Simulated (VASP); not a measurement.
Input of a VASP 6.6.1 run:

The input INCAR:

```
SYSTEM = Mo
ALGO = Normal
EDIFF = 1E-6
ENCUT = 520
GGA = PS
ISIF = 2
ISMEAR = -1
LASPH = .TRUE.
LCHARG = .FALSE.
LREAL = .FALSE.
LWAVE = .FALSE.
NBANDS = 13
NELM = 80
PREC = Accurate
SIGMA = 0.15
```

File KPOINTS:

```
k-points
0
G
  8 8 8
  0 0 0
```

The input POSCAR:

```
Mo
1.0
    2.7355100000      0.0000000000      0.0000000000
   -1.3677600000      2.3690200000      0.0000000000
    0.0000000000      0.0000000000      2.5551800000
Mo
1
Direct
    0.0000000000      0.0000000000      0.5000000000
```

Potentials or basis: VASP PAW PBE potentials, release 64 (Mo_sv).

Launch:

```console
$ cat potpaw_PBE.64/Mo_sv/POTCAR > POTCAR
$ mpirun -np 1 vasp_std > vasp.out
```

What does it give for the pressure?

-2.8 GPa.

Predict the band gap on the k mesh.

zero (band 7 reaches 12.41 eV, above the bottom of band 8 at 10.54 eV).

Stress tensor (GPa, compression positive):
```
 0.32  0.00  0.00
 0.00  0.32  0.00
 0.00  0.00 -9.15
```

Caveat: the PAW data sets were made with another functional, which shifts forces and pressure a little.
